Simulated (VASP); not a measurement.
# In2Te2O (P1) in VASP: single point with PBE

Aim: the single point of In2Te2O with PBE.

Everything below comes from runs of VASP 6.6.1. Logs are shortened: lines on timing, memory, paths and dates and some standing lists are left out, and cuts for length are marked.

## 1. The cell of the first run

The typed cell holds 10 atoms: a = 4.397 Å, b = 4.417 Å, c = 20.726 Å, α = 89.35°, β = 89.70°, γ = 60.38°.

## 2. Single point, PBE

Contents of INCAR:

```
SYSTEM = In2Te2O
ALGO = Normal
EDIFF = 1E-6
ENCUT = 520
GGA = PE
ISIF = 2
ISMEAR = 0
LASPH = .TRUE.
LCHARG = .FALSE.
LREAL = .FALSE.
LWAVE = .FALSE.
NBANDS = 55
NELM = 60
PREC = Accurate
SIGMA = 0.1
```

Contents of KPOINTS:

```
k-points
0
G
  4 4 1
  0 0 0
```

Contents of POSCAR:

```
In2Te2O
1.0
    4.3967149378     -0.0031157540      0.0029606326
    2.1857867455      3.8384123462      0.0088174295
    0.0931717576      0.1712915427     20.7250201741
In Te O
4 4 2
Direct
    0.0260157609      0.0194946864      0.0911404413
    0.0260157609      0.0194946864      0.5911404413
    0.0282961707      0.9971637113      0.4085480657
    0.0282961707      0.9971637113      0.9085480657
    0.6887814245      0.6645355727      0.3450826710
    0.6887814245      0.6645355727      0.8450826710
    0.3535313420      0.3484085146      0.1547213925
    0.3535313420      0.3484085146      0.6547213925
    0.9033753019      0.9703975149      0.0005074294
    0.9033753019      0.9703975149      0.5005074294
```

Potentials or basis: VASP PAW PBE potentials, release 64 (In_d, Te, O).

Started as:

```bash
$ cat potpaw_PBE.64/In_d/POTCAR potpaw_PBE.64/Te/POTCAR potpaw_PBE.64/O/POTCAR > POTCAR
$ mpirun -np 1 vasp_std > vasp.out
```

OUTCAR:

```text
SYSTEM = In2Te2O
   EDIFF = 1E-6
   ENCUT = 520
   GGA = PE
   ISIF = 2
   ISMEAR = 0
   LASPH = .TRUE.
   LREAL = .FALSE.
   NELM = 60
   PREC = Accurate

 ion  position               nearest neighbor table
   1  0.026  0.019  0.091-   9 2.00   7 2.84   7 2.88   7 2.89   4 3.79
   2  0.026  0.019  0.591-  10 2.00   8 2.84   8 2.88   8 2.89   3 3.79
   3  0.028  0.997  0.409-  10 2.00   5 2.85   5 2.87   5 2.89   2 3.79
   4  0.028  0.997  0.909-   9 2.00   6 2.85   6 2.87   6 2.89   1 3.79
   5  0.689  0.665  0.345-   3 2.85   3 2.87   3 2.89
   6  0.689  0.665  0.845-   4 2.85   4 2.87   4 2.89
   7  0.354  0.348  0.155-   1 2.84   1 2.88   1 2.89
   8  0.354  0.348  0.655-   2 2.84   2 2.88   2 2.89
   9  0.903  0.970  0.001-   4 2.00   1 2.00
  10  0.903  0.970  0.501-   3 2.00   2 2.00

  LATTYP: Found a triclinic cell.
 ALAT       =     7.6183309907
 B/A-ratio  =     0.5771233941
 C/A-ratio  =     2.9108927888
 COS(alpha) =     0.0034465876
 COS(beta)  =     0.1823306278
 COS(gamma) =     0.8636784850

  Lattice vectors:

 A1 = (  -6.5825016833,  -3.8352965922,  -0.0117780621)
 A2 = (  -4.3967149378,   0.0031157540,  -0.0029606326)
 A3 = (  -0.0680303108,  -7.8512319891, -20.7396944005)

Analysis of symmetry for initial positions (statically):
=====================================================================
 Subroutine PRICEL returns following result:

  LATTYP: Found a triclinic cell.
 ALAT       =     4.4171428303
 B/A-ratio  =     0.9953757910
 C/A-ratio  =     2.3460796086
 COS(alpha) =     0.0051629030
 COS(beta)  =     0.0114023934
 COS(gamma) =     0.4942270634

  Lattice vectors:

 A1 = (  -2.1857867455,  -3.8384123462,  -0.0088174295)
 A2 = (  -4.3967149378,   0.0031157540,  -0.0029606326)
 A3 = (  -0.0465858788,  -0.0856457714, -10.3625100870)

   2 primitive cells build up your supercell.

 Routine SETGRP: Setting up the symmetry group for a
 triclinic supercell.

 Subroutine GETGRP returns: Found  1 space group operations
 (whereof  1 operations were pure point group operations)
 out of a pool of  2 trial point group operations.

The static configuration has the point symmetry C_1 .

Analysis of symmetry for dynamics (positions and initial velocities):
[... 118 lines left out ...]
   LREAL  =      F    real-space projection
   EDIFFG = 0.1E-04   stopping-criterion for IOM
   NSW    =      0    number of steps for IOM
   IBRION =     -1    ionic relax: 0-MD 1-quasi-New 2-CG
   NFREE  =      0    steps in history (QN), initial steepest desc. (CG)
   ISIF   =      2    stress and relaxation
   ISYM   =      2    0-nonsym 1-usesym 2-fastsym
   POTIM  = 0.5000    time-step for ionic-motion
   TEBEG  =    0.0;   TEEND  =   0.0 temperature during run
   PSTRESS=    0.0 pullay stress
   NELECT =      88.0000    total number of electrons
   NUPDOWN=      -1.0000    fix difference up-down
   EMIN   =  10.00;   EMAX   =-10.00  energy-range for DOS
   EFERMI =   0.00;   METHOD = LEGACY
   ISMEAR =     0;   SIGMA  =   0.10  broadening in eV -4-tet -1-fermi 0-gaus
   EFERMI_NEDOS =   21; number of points for ismear=-14 and -15
   IALGO  =     38    algorithm
   IMIX   =      4    mixing-type and parameters
     AMIX     =   0.40;   BMIX     =  1.00
     AMIX_MAG =   1.60;   BMIX_MAG =  1.00
  volume/ion in A,a.u.               =      34.99       236.12
  Fermi-wavevector in a.u.,A,eV,Ry     =   1.033368  1.952783 14.528978  1.067850
  Thomas-Fermi vector in A             =   2.167611
   LORBIT       =      0    0 simple, 1 ext, 2 COOP (PROOUT), +10 PAW based schemes
   GGA     = PE    functional components
   LHFCALC =     F    Hartree Fock is set to
   AEXX    =    0.0000 exact exchange contribution
   IVDW    =     0    specifies the selected vdW correction
   LEPSILON=     F    determine dielectric tensor
   LRPA    =     F    only Hartree local field effects (RPA)
 non-spin polarized calculation
 Gauss-broadening in eV      SIGMA  =   0.10
  energy-cutoff  :      520.00
  volume of cell :      349.90
 maximum number of plane-waves:      9440
 NGX is ok and might be reduce to    36
   NGX = 17   NGY = 17   NGZ = 77

 number of electron      88.0000003 magnetization

 Free energy of the ion-electron system (eV)
  ---------------------------------------------------
  ext. energy  EPLUGINS =         0.00000000
  ---------------------------------------------------
  free energy    TOTEN  =       -38.43026068 eV

  energy without entropy =      -38.43026068  energy(sigma->0) =      -38.43026068

 E-fermi :   2.7650     XC(G=0):  -7.8603

 val. band max:        2.3160850374   @ k =   0.0000   0.0000   0.0000
 cond. band min:       3.4611098607   @ k =   0.0000   0.0000   0.0000
 fundamental gap:      1.1450248234
 Fermi energy:         2.7650130575

 k-point     1 :       0.0000    0.0000    0.0000
  band No.  band energies     occupation
      1     -14.7955      2.00000
      2     -14.7952      2.00000
      3     -11.4923      2.00000
      4     -11.4920      2.00000
      5     -11.4172      2.00000
      6     -11.4167      2.00000
[... 569 lines left out ...]
     54       8.1389      0.00000
     55       8.4823      0.00000

------------------------ aborting loop because EDIFF is reached ----------------------------------------

  FORCE on cell =-STRESS in cart. coord.  units (eV):
  Direction    XX          YY          ZZ          XY          YZ          ZX
  --------------------------------------------------------------------------------------
  -------------------------------------------------------------------------------------
  Total        0.5208812      0.5069452      0.4483291      0.0051667      0.0107798      0.0013431
  in kB        2.3851041      2.3212912      2.0528896      0.0236583      0.0493606      0.0061502
  external PRESSURE =       2.2530950 kB  Pullay stress =       0.0000000 kB

 VOLUME and BASIS-vectors are now :
 -----------------------------------------------------------------------------
  energy-cutoff  :      520.00
  volume of cell :      349.90
      direct lattice vectors                 reciprocal lattice vectors
     4.396714938 -0.003115754  0.002960633     0.227350759 -0.129465168  0.000047943
     2.185786746  3.838412346  0.008817429     0.000186000  0.260423409 -0.002153226
     0.093171758  0.171291543 20.725020174    -0.000032557 -0.000092302  0.048251767

 POSITION                                       TOTAL-FORCE (eV/Angst)
 -----------------------------------------------------------------------------------
      0.16549      0.09036      1.88914         0.021771      0.007562      0.044288
      0.21207      0.17600     12.25165         0.021771      0.007562      0.044288
      2.34206      3.89742      8.47604         0.018917      0.000931     -0.046824
      2.38865      3.98306     18.83855         0.018917      0.000931     -0.046824
      4.51306      2.60773      7.15974        -0.001446      0.000948     -0.016157
      4.55965      2.69337     17.52225        -0.001446      0.000948     -0.016157
      2.33034      1.36274      3.21072        -0.002930     -0.001925      0.016442
      2.37692      1.44838     13.57323        -0.002930     -0.001925      0.016442
      6.09301      3.72206      0.02175        -0.036312     -0.007516      0.002251
      6.13960      3.80770     10.38426        -0.036312     -0.007516      0.002251
 -----------------------------------------------------------------------------------
    total drift:                                0.000915     -0.000211     -0.000416

  FREE ENERGIE OF THE ION-ELECTRON SYSTEM (eV)
  ---------------------------------------------------
  free  energy   TOTEN  =       -38.4302606835 eV

  energy  without entropy=      -38.4302606835  energy(sigma->0) =      -38.43026068
```

It took 2.2 min on 1 thread of Intel Xeon 6975P-C (Granite Rapids), shared host; peak memory 0.56 GiB.

Results:

* Free energy: -38.4303 eV
* Pressure: 0.2 GPa
* Largest force: 0.051 eV/Å
* Band gap on the k mesh: 1.15 eV

Forces on the atoms (eV/Å):
```
In   0.022  0.008  0.044
In   0.022  0.008  0.044
In   0.019  0.001 -0.047
In   0.019  0.001 -0.047
Te  -0.001  0.001 -0.016
Te  -0.001  0.001 -0.016
Te  -0.003 -0.002  0.016
Te  -0.003 -0.002  0.016
O   -0.036 -0.008  0.002
O   -0.036 -0.008  0.002
```

Caveat: spin-orbit coupling is left out, which moves the levels of the heavy elements.
